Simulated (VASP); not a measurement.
Set up this calculation in VASP 6.6.1, as the native input.

* Task: relaxation of cell and atoms
* Functional: PBE
* Potentials or basis: VASP PAW PBE potentials, release 64 (Rb_sv, Hg, Br)
* Cutoff: 600 eV
* k mesh: 3 × 3 × 4
* Occupations: gaussian, width 0.1 eV
* Spin: no spin polarisation
* Dipole correction: no
* Further INCAR settings: ALGO = Normal; EDIFF = 1e-06; IBRION = 2; EDIFFG = -0.04; NSW = 90; ISIF = 3

The structure of Rb2HgBr3 lies in POSCAR:

```
Rb2HgBr3
1.0
    7.5015568200      0.0000000000      0.0000000000
   -3.7507784100      6.4965387700      0.0000000000
    0.0000000000      0.0000000000      4.0595542100
Rb Hg Br
2 1 3
Direct
    0.3333333300      0.6666666700      0.0000000000
    0.6666666700      0.3333333300      0.0000000000
    0.0000000000      0.0000000000      0.0000000000
    0.5000000000      0.0000000000      0.5000000000
    0.5000000000      0.5000000000      0.5000000000
    0.0000000000      0.5000000000      0.5000000000
```

The cell was built from a structure type or drawn by symmetry, and may not be a known phase.

One way to write it, as run:

INCAR

```
SYSTEM = Rb2HgBr3
PREC = Accurate ; ENCUT = 600
EDIFF = 1E-6 ; ISMEAR = 0
SIGMA = 0.1 ; LREAL = .FALSE.
LASPH = .TRUE. ; NELM = 100
ALGO = Normal ; ISIF = 3
LWAVE = .FALSE. ; LCHARG = .FALSE.
GGA = PE ; IBRION = 2
NSW = 90 ; EDIFFG = -0.04
```

KPOINTS

```
regular mesh
0
G
  3 3 4
  0 0 0
```

Potentials or basis: VASP PAW PBE potentials, release 64 (Rb_sv, Hg, Br).

Launch:

```bash
$ cat potpaw_PBE.64/Rb_sv/POTCAR potpaw_PBE.64/Hg/POTCAR potpaw_PBE.64/Br/POTCAR > POTCAR
$ mpirun -np 1 vasp_std > vasp.out
```

Results of the run:

```json
{
 "Relaxed volume": "51.00 Å³/atom",
 "Relaxed cell": "a = 8.453 Å, b = 8.453 Å, c = 4.945 Å, α = 90.00°, β = 90.00°, γ = 120.00°",
 "Space group after relaxing (to 0.1 Å)": "P6/mmm (No. 191)",
 "Energy gained by relaxing": "371.6 meV/atom",
 "Ionic steps": "5",
 "Pressure after relaxing": "-0.1 GPa",
 "Band gap on the k mesh": "zero (an odd number of electrons rules out a gap without spin polarisation)"
}
```

Caveat: the k points lie up to 0.32 Å⁻¹ apart in the final cell, too coarse for converged energies and pressures of a metal; the volume moved by over 15 % at a fixed basis, so the end points are rough; spin-orbit coupling is left out, which moves the levels of the heavy elements; an odd number of electrons without spin polarisation forces a metal; a magnetic or distorted state may lie lower.

Wall time 3.2 min on 1 thread of Intel(R) Xeon(R) 6975P-C (Granite Rapids), on a shared host, peak memory 0.38 GiB.
